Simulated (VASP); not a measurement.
# Au (P6_3/mmc) in VASP: further runs, part 2 of 3

VASP 6.6.1. Earlier steps stand in the parts before.

### Step 4. Electric field gradients, PBE (z stretched by +2 % at fixed volume)

The input, INCAR:

```
SYSTEM = Au
PREC = Accurate
ENCUT = 400
EDIFF = 1E-8
ISMEAR = -1
SIGMA = 0.03
LREAL = .False.
LASPH = .True.
NELM = 120
ALGO = Normal
ISIF = 2
LWAVE = .False.
LCHARG = .False.
GGA = PE
LEFG = .True.
NBANDS = 26
GGA_COMPAT = .False.
```

The input, KPOINTS:

```
regular mesh
0
Gamma
  14 14 8
  0 0 0
```

The input, POSCAR:

```
Au
1.0
    2.8714263008      0.0000000000      0.0000000000
   -1.4357131504      2.4867281216      0.0000000000
    0.0000000000      0.0000000000      4.9776000000
Au
2
Direct
    0.3333333333      0.6666666667      0.7500000000
    0.6666666667      0.3333333333      0.2500000000
```

Potentials or basis: VASP PAW PBE potentials, release 64 (Au_sv_GW).

Launch:

```console
> cat potpaw_PBE.64/Au_sv_GW/POTCAR > POTCAR
> mpirun -np 1 vasp_std > vasp.out
```

OUTCAR:

```text
SYSTEM = Au
   PREC = Accurate
   ENCUT = 400
   EDIFF = 1E-8
   ISMEAR = -1
   LREAL = .False.
   LASPH = .True.
   NELM = 120
   ISIF = 2
   GGA = PE

 ion  position               nearest neighbor table
   1  0.333  0.667  0.750-   2 2.99   2 2.99   2 2.99   2 2.99   2 2.99   2 2.99
   2  0.667  0.333  0.250-   1 2.99   1 2.99   1 2.99   1 2.99   1 2.99   1 2.99

  LATTYP: Found a hexagonal cell.
 ALAT       =     2.8714263008
 C/A-ratio  =     1.7334939081

  Lattice vectors:

 A1 = (   2.8714263008,   0.0000000000,   0.0000000000)
 A2 = (  -1.4357131504,   2.4867281216,   0.0000000000)
 A3 = (   0.0000000000,   0.0000000000,   4.9776000000)

Analysis of symmetry for initial positions (statically):
=====================================================================
 Subroutine PRICEL returns:
 Original cell was already a primitive cell.

 Routine SETGRP: Setting up the symmetry group for a
 hexagonal supercell.

 Subroutine GETGRP returns: Found 24 space group operations
 (whereof 12 operations were pure point group operations)
 out of a pool of 24 trial point group operations.

The static configuration has the point symmetry D_3d.
 The point group associated with its full space group is D_6h.

Analysis of symmetry for dynamics (positions and initial velocities):
=====================================================================
 Subroutine PRICEL returns:
 Original cell was already a primitive cell.

 Routine SETGRP: Setting up the symmetry group for a
 hexagonal supercell.

 Subroutine GETGRP returns: Found 24 space group operations
 (whereof 12 operations were pure point group operations)
 out of a pool of 24 trial point group operations.

The dynamic configuration has the point symmetry D_3d.
 The point group associated with its full space group is D_6h.

 Subroutine INISYM returns: Found 24 space group operations
 (whereof 12 operations are pure point group operations),
 and found     1 'primitive' translations

----------------------------------------------------------------------------------------

                                     Primitive cell

  volume of cell :      35.5423

  direct lattice vectors                    reciprocal lattice vectors
     2.871426301  0.000000000  0.000000000     0.348258982  0.201067417  0.000000000
    -1.435713150  2.486728122  0.000000000     0.000000000  0.402134834  0.000000000
     0.000000000  0.000000000  4.977600000     0.000000000  0.000000000  0.200900032

  length of vectors
     2.871426301  2.871426301  4.977600000     0.402134834  0.402134834  0.200900032

  position of ions in fractional coordinates (direct lattice)
     0.333333333  0.666666667  0.750000000
     0.666666667  0.333333333  0.250000000

  ion indices of the primitive-cell ions
   primitive index   ion index
                 1           1
                 2           2

----------------------------------------------------------------------------------------

 KPOINTS: regular mesh

Automatic generation of k-mesh.
 Grid dimensions read from file:
[... 66 lines left out ...]
   LREAL  =      F    real-space projection
   EDIFFG = 0.1E-06   stopping-criterion for IOM
   NSW    =      0    number of steps for IOM
   IBRION =     -1    ionic relax: 0-MD 1-quasi-New 2-CG
   NFREE  =      0    steps in history (QN), initial steepest desc. (CG)
   ISIF   =      2    stress and relaxation
   ISYM   =      2    0-nonsym 1-usesym 2-fastsym
   POTIM  = 0.5000    time-step for ionic-motion
   TEBEG  =    0.0;   TEEND  =   0.0 temperature during run
   PSTRESS=    0.0 pullay stress
   NELECT =      38.0000    total number of electrons
   NUPDOWN=      -1.0000    fix difference up-down
   EMIN   =  10.00;   EMAX   =-10.00  energy-range for DOS
   EFERMI =   0.00;   METHOD = LEGACY
   ISMEAR =    -1;   SIGMA  =   0.03  broadening in eV -4-tet -1-fermi 0-gaus
   EFERMI_NEDOS =   21; number of points for ismear=-14 and -15
   IALGO  =     38    algorithm
   IMIX   =      4    mixing-type and parameters
     AMIX     =   0.40;   BMIX     =  1.00
     AMIX_MAG =   1.60;   BMIX_MAG =  1.00
  volume/ion in A,a.u.               =      17.77       119.93
  Fermi-wavevector in a.u.,A,eV,Ry     =   1.673995  3.163391 38.127031  2.802258
  Thomas-Fermi vector in A             =   2.758868
   LORBIT       =      0    0 simple, 1 ext, 2 COOP (PROOUT), +10 PAW based schemes
   GGA     = PE    functional components
   LHFCALC =     F    Hartree Fock is set to
   AEXX    =    0.0000 exact exchange contribution
   IVDW    =     0    specifies the selected vdW correction
   LEPSILON=     F    determine dielectric tensor
   LRPA    =     F    only Hartree local field effects (RPA)
 non-spin polarized calculation
  energy-cutoff  :      400.00
  volume of cell :       35.54
 maximum number of plane-waves:       665
 NGX is ok and might be reduce to    20
   NGX =  9   NGY =  9   NGZ = 17

 number of electron      37.9999978 magnetization

 Free energy of the ion-electron system (eV)
  ---------------------------------------------------
  ext. energy  EPLUGINS =         0.00000000
  ---------------------------------------------------
  free energy    TOTEN  =        -5.14754147 eV

  energy without entropy =       -5.14457188  energy(sigma->0) =       -5.14605668

 E-fermi :   8.2273     XC(G=0): -13.0209

 val. band max:        8.1686919075   @ k =   0.3571   0.1429   0.1250
 cond. band min:       8.2371136264   @ k =   0.4286   0.0714   0.2500
 fundamental gap:      0.0684217190
 Fermi energy:         8.2273161385

 k-point     1 :       0.0000    0.0000    0.0000
  band No.  band energies     occupation
      1     -97.3667      2.00000
      2     -97.3593      2.00000
      3     -48.7514      2.00000
      4     -48.6360      2.00000
      5     -48.6360      2.00000
      6     -48.6173      2.00000
[... 685 lines left out ...]
     25      19.0161      0.00000
     26      19.1652      0.00000

 [... further k-points ...]
[... 5 lines left out ...]
  --------------------------------------------------------------------------------------
  -------------------------------------------------------------------------------------
  Total       -0.1740239     -0.1740239     -0.7268885      0.0000000      0.0000000      0.0000000
  in kB       -7.8446479     -7.8446479    -32.7666772      0.0000000      0.0000000      0.0000000
  external PRESSURE =     -16.1519910 kB  Pullay stress =       0.0000000 kB

 VOLUME and BASIS-vectors are now :
 -----------------------------------------------------------------------------
  energy-cutoff  :      400.00
  volume of cell :       35.54
      direct lattice vectors                 reciprocal lattice vectors
     2.871426301  0.000000000  0.000000000     0.348258982  0.201067417  0.000000000
    -1.435713150  2.486728122  0.000000000     0.000000000  0.402134834  0.000000000
     0.000000000  0.000000000  4.977600000     0.000000000  0.000000000  0.200900032

 POSITION                                       TOTAL-FORCE (eV/Angst)
 -----------------------------------------------------------------------------------
     -0.00000      1.65782      3.73320         0.000000     -0.000000      0.000000
      1.43571      0.82891      1.24440        -0.000000      0.000000      0.000000
 -----------------------------------------------------------------------------------
    total drift:                               -0.000000      0.000000     -0.000000

  FREE ENERGIE OF THE ION-ELECTRON SYSTEM (eV)
  ---------------------------------------------------
  free  energy   TOTEN  =        -5.1475414746 eV

  energy  without entropy=       -5.1445718790  energy(sigma->0) =       -5.14605668

 Electric field gradients (V/A^2)
---------------------------------------------------------------------
 ion       V_xx      V_yy      V_zz      V_xy      V_xz      V_yz
---------------------------------------------------------------------
   1     -14.185   -14.181    28.367     0.003     0.000    -0.000
   2     -14.185   -14.181    28.367     0.003    -0.000     0.000
---------------------------------------------------------------------

 Electric field gradients after diagonalization (V/A^2)
 (convention: |V_zz| > |V_xx| > |V_yy|)
----------------------------------------------------------------------
 ion       V_xx      V_yy      V_zz     asymmetry (V_yy - V_xx)/ V_zz
----------------------------------------------------------------------
   1     -14.187   -14.179    28.367       0.000
   2     -14.187   -14.179    28.367       0.000
----------------------------------------------------------------------

           NMR quadrupolar parameters

 Cq : quadrupolar parameter    Cq=e*Q*V_zz/h
 eta: asymmetry parameters     (V_yy - V_xx)/ V_zz
 Q  : nuclear electric quadrupole moment in mb (millibarn)
----------------------------------------------------------------------
 ion       Cq(MHz)       eta       Q (mb)
----------------------------------------------------------------------
   1       0.069       0.000       1.000
   2       0.069       0.000       1.000
----------------------------------------------------------------------
```

It took 77 s on 1 thread of AMD EPYC 7R43 (Zen 3), shared host; peak memory 0.14 GiB.

What came out:

```yaml
Free_energy: -5.1475 eV
Pressure: -1.6 GPa
Band_gap_on_the_k_mesh: zero (band 19 reaches 12.06 eV, above the bottom of band 20 at 5.58 eV)
```

Stress tensor (GPa, compression positive):
```
-0.78  0.00  0.00
 0.00 -0.78  0.00
 0.00  0.00 -3.28
```

Electric field gradients, principal values (V/Å²):
| atom | least | middle | greatest (by size) |
| --- | --- | --- | --- |
| 1 Au | -14.179 | -14.187 | 28.367 |
| 2 Au | -14.179 | -14.187 | 28.367 |

Caveat: without QUAD_EFG the Cq values of the log hold for a quadrupole moment of 1 mb, not for the nuclei; spin-orbit coupling is left out, which moves the levels of the heavy elements.

### Step 5. Electric field gradients, PBE

The input, INCAR:

```
PREC     = Accurate       # precision mode
ENCUT    = 400            # plane-wave cutoff, eV
EDIFF    = 1E-8           # SCF threshold, eV
ISMEAR   = -1             # smearing method
SIGMA    = 0.03           # smearing width, eV
LREAL    = F              # projectors in reciprocal space
LASPH    = T              # aspherical terms in the spheres
NELM     = 120            # most SCF steps
ALGO     = Normal         # electronic algorithm
ISIF     = 2              # what is computed and relaxed
LWAVE    = F              # write WAVECAR
LCHARG   = F              # write CHGCAR
GGA      = PE             # functional
LEFG     = T            
NBANDS   = 26             # bands
GGA_COMPAT= F
```

The input, KPOINTS:

```
regular mesh
0
Gamma
  14 14 8
```

The input, POSCAR:

```
Au
1.0
    2.8999984104      0.0000000000      0.0000000000
   -1.4499992052      2.5114722944      0.0000000000
    0.0000000000      0.0000000000      4.8800000000
Au
2
Direct
    0.3333333333      0.6666666667      0.7500000000
    0.6666666667      0.3333333333      0.2500000000
```

Potentials or basis: VASP PAW PBE potentials, release 64 (Au_sv_GW).

Launch:

```console
> cat potpaw_PBE.64/Au_sv_GW/POTCAR > POTCAR
> mpirun -np 1 vasp_std > vasp.out
```

OUTCAR:

```text
PREC = Accurate
   ENCUT = 400
   EDIFF = 1E-8
   ISMEAR = -1
   LREAL = F
   LASPH = T
   NELM = 120
   ISIF = 2
   GGA = PE

 ion  position               nearest neighbor table
   1  0.333  0.667  0.750-   2 2.96   2 2.96   2 2.96   2 2.96   2 2.96   2 2.96
   2  0.667  0.333  0.250-   1 2.96   1 2.96   1 2.96   1 2.96   1 2.96   1 2.96

  LATTYP: Found a hexagonal cell.
 ALAT       =     2.8999984104
 C/A-ratio  =     1.6827595431

  Lattice vectors:

 A1 = (   2.8999984104,   0.0000000000,   0.0000000000)
 A2 = (  -1.4499992052,   2.5114722944,   0.0000000000)
 A3 = (   0.0000000000,   0.0000000000,   4.8800000000)

Analysis of symmetry for initial positions (statically):
=====================================================================
 Subroutine PRICEL returns:
 Original cell was already a primitive cell.

 Routine SETGRP: Setting up the symmetry group for a
 hexagonal supercell.

 Subroutine GETGRP returns: Found 24 space group operations
 (whereof 12 operations were pure point group operations)
 out of a pool of 24 trial point group operations.

The static configuration has the point symmetry D_3d.
 The point group associated with its full space group is D_6h.

Analysis of symmetry for dynamics (positions and initial velocities):
=====================================================================
 Subroutine PRICEL returns:
 Original cell was already a primitive cell.

 Routine SETGRP: Setting up the symmetry group for a
 hexagonal supercell.

 Subroutine GETGRP returns: Found 24 space group operations
 (whereof 12 operations were pure point group operations)
 out of a pool of 24 trial point group operations.

The dynamic configuration has the point symmetry D_3d.
[... 150 lines left out ...]
 val. band max:        8.1467454332   @ k =   0.3571   0.1429   0.2500
 cond. band min:       8.1795234833   @ k =   0.2857   0.2143   0.2500
 fundamental gap:      0.0327780501
 Fermi energy:         8.1601074504

 k-point     1 :       0.0000    0.0000    0.0000
  band No.  band energies     occupation
      1     -97.3583      2.00000
      2     -97.3501      2.00000
      3     -48.7701      2.00000
      4     -48.6298      2.00000
      5     -48.6298      2.00000
      6     -48.6068      2.00000
[... 685 lines left out ...]
     25      19.0314      0.00000
     26      19.2502      0.00000

 [... further k-points ...]
[... 5 lines left out ...]
  --------------------------------------------------------------------------------------
  -------------------------------------------------------------------------------------
  Total       -0.3869979     -0.3869979     -0.5550885      0.0000000      0.0000000      0.0000000
  in kB      -17.4450907    -17.4450907    -25.0222766      0.0000000      0.0000000      0.0000000
  external PRESSURE =     -19.9708193 kB  Pullay stress =       0.0000000 kB

 VOLUME and BASIS-vectors are now :
 -----------------------------------------------------------------------------
  energy-cutoff  :      400.00
  volume of cell :       35.54
      direct lattice vectors                 reciprocal lattice vectors
     2.899998410  0.000000000  0.000000000     0.344827775  0.199086409  0.000000000
    -1.449999205  2.511472294  0.000000000     0.000000000  0.398172818  0.000000000
     0.000000000  0.000000000  4.880000000     0.000000000  0.000000000  0.204918033

 POSITION                                       TOTAL-FORCE (eV/Angst)
 -----------------------------------------------------------------------------------
     -0.00000      1.67431      3.66000        -0.000000      0.000000      0.000000
      1.45000      0.83716      1.22000         0.000000      0.000000      0.000000
 -----------------------------------------------------------------------------------
    total drift:                               -0.000000      0.000000     -0.000000

  FREE ENERGIE OF THE ION-ELECTRON SYSTEM (eV)
  ---------------------------------------------------
  free  energy   TOTEN  =        -5.1527823917 eV

  energy  without entropy=       -5.1489005427  energy(sigma->0) =       -5.15084147

 Electric field gradients (V/A^2)
---------------------------------------------------------------------
 ion       V_xx      V_yy      V_zz      V_xy      V_xz      V_yz
---------------------------------------------------------------------
   1      -7.814    -7.811    15.626     0.002     0.000    -0.000
   2      -7.814    -7.811    15.626     0.002    -0.000     0.000
---------------------------------------------------------------------

 Electric field gradients after diagonalization (V/A^2)
 (convention: |V_zz| > |V_xx| > |V_yy|)
----------------------------------------------------------------------
 ion       V_xx      V_yy      V_zz     asymmetry (V_yy - V_xx)/ V_zz
----------------------------------------------------------------------
   1      -7.816    -7.810    15.626       0.000
   2      -7.816    -7.810    15.626       0.000
----------------------------------------------------------------------

           NMR quadrupolar parameters

 Cq : quadrupolar parameter    Cq=e*Q*V_zz/h
 eta: asymmetry parameters     (V_yy - V_xx)/ V_zz
 Q  : nuclear electric quadrupole moment in mb (millibarn)
----------------------------------------------------------------------
 ion       Cq(MHz)       eta       Q (mb)
----------------------------------------------------------------------
   1       0.038       0.000       1.000
   2       0.038       0.000       1.000
----------------------------------------------------------------------
```

stdout:

```text
POSCAR found type information on POSCAR Au
 POSCAR found :  1 types and       2 ions
 scaLAPACK will be used
 LDA part: xc-table for (Slater+PW92), standard interpolation
 POSCAR, INCAR and KPOINTS ok, starting setup
 FFT: planning ... GRIDC
 FFT: planning ... GRID_SOFT
 FFT: planning ... GRID
 WAVECAR not read
 entering main loop
ion   1

ion   2
```

Wall time 90 s (1 thread of Intel Xeon Platinum 8259CL at 2.50GHz (Skylake/Cascade Lake), shared host); peak memory 0.18 GiB.

Results:

| Quantity | Value |
| --- | --- |
| Free energy | -5.1528 eV |
| Pressure | -2.0 GPa |
| Band gap on the k mesh | zero (band 19 reaches 11.95 eV, above the bottom of band 20 at 5.57 eV) |

Stress tensor (GPa, compression positive):
```
-1.74  0.00  0.00
 0.00 -1.74  0.00
 0.00  0.00 -2.50
```

Electric field gradients, principal values (V/Å²):
| atom | least | middle | greatest (by size) |
| --- | --- | --- | --- |
| 1 Au | -7.810 | -7.816 | 15.626 |
| 2 Au | -7.810 | -7.816 | 15.626 |

Caveat: without QUAD_EFG the Cq values of the log hold for a quadrupole moment of 1 mb, not for the nuclei; spin-orbit coupling is left out, which moves the levels of the heavy elements.

[end of part 2 of 3]
